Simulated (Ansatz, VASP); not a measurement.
**One calculation of Y, two programs**

```xyz
2
Lattice="3.5430 0.0000 0.0000 -1.7715 3.0683 0.0000 0.0000 0.0000 5.4982" Properties=species:S:1:pos:R:3 pbc="T T T"
Y     0.0000    2.0455    4.1236
Y     1.7715    1.0228    1.3745
```

Alike in both runs: functional LDA; k mesh 14 × 14 × 8; occupations gaussian, width 0.05 eV; no spin polarisation.

Ansatz relaxed the structure, and its values are those at the end. VASP's run is a single point on that final structure, the one shown.

```csv
,VASP,Ansatz
version,VASP 6.6.1,Ansatz 0.2.0
potentials or method,"VASP PAW LDA potentials, release 64 (Y_sv), cutoff 520 eV","scalar-relativistic, plane waves, PAW"
valence electrons in the cell,22,22
```

```csv
,VASP,Ansatz,Ansatz less VASP
pressure (GPa),-0.1,0.0,+0.13
```

LDA's correlation is that of Perdew and Zunger in VASP and of Perdew and Wang (1992) in Ansatz.
